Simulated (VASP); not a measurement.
System: Sr8CaTi6O24 (a cell with a defect).

```
Sr Ca Ti O
1.0
     7.78282    0.00000    0.00000
     0.00000    7.78282    0.00000
     0.00000    0.00000    7.78282
Sr Ca Ti O
8 1 6 24
Direct
  0.99319 0.98113 0.98655
  0.97967 0.97888 0.51838
  0.98958 0.51751 0.98786
  0.98027 0.50676 0.51386
  0.51342 0.97712 0.98316
  0.51825 0.98176 0.51883
  0.51126 0.51071 0.98158
  0.51359 0.50097 0.50884
  0.24758 0.25378 0.25155
  0.25040 0.24176 0.74490
  0.25227 0.75330 0.25075
  0.24996 0.74651 0.74730
  0.74924 0.24440 0.24526
  0.75503 0.24721 0.75513
  0.74687 0.74691 0.24974
  0.23572 0.30682 0.97643
  0.31468 0.22877 0.51929
  0.25677 0.71899 0.99225
  0.24740 0.78687 0.49427
  0.79251 0.24253 0.00596
  0.72098 0.24675 0.50951
  0.75019 0.75078 0.00904
  0.75297 0.74016 0.49011
  0.97689 0.22453 0.31619
  0.00342 0.24447 0.72035
  0.99289 0.78458 0.24878
  0.01022 0.75086 0.74942
  0.52129 0.30981 0.22994
  0.50511 0.24076 0.78795
  0.49679 0.72252 0.25334
  0.49147 0.75176 0.73771
  0.26219 0.98411 0.18601
  0.24810 0.99891 0.77696
  0.18724 0.52696 0.27122
  0.24972 0.50212 0.71411
  0.71278 0.00066 0.25259
  0.75097 0.00346 0.75633
  0.77958 0.50162 0.24584
  0.74570 0.48470 0.75892
```

Base run:

| Quantity | Value |
| --- | --- |
| Program | VASP 6.6.1 |
| Functional | PBEsol |
| Potentials or basis | VASP PAW PBE potentials, release 64 (Sr_sv, Ca_sv, Ti_sv, O) |
| Cutoff | 520 eV |
| k mesh | 1 × 1 × 1, shifted |
| Occupations | fermi-dirac, width 0.05 eV |
| Spin | no spin polarisation |

Its results: band gap on the k mesh 0.03 eV; pressure 6.8 GPa; largest force 0.278 eV/Å.

Task: The run is repeated on the same cell with these changes: functional from PBEsol to r2SCAN. What comes out?

Result: Band gap on the k mesh 0.04 eV; pressure 9.9 GPa; largest force 0.293 eV/Å.

Caveats: semilocal functionals underestimate gaps, and a narrow one can read as zero; the PAW data sets were made with another functional, which shifts forces and pressure a little.

A k mesh can miss the band edges.
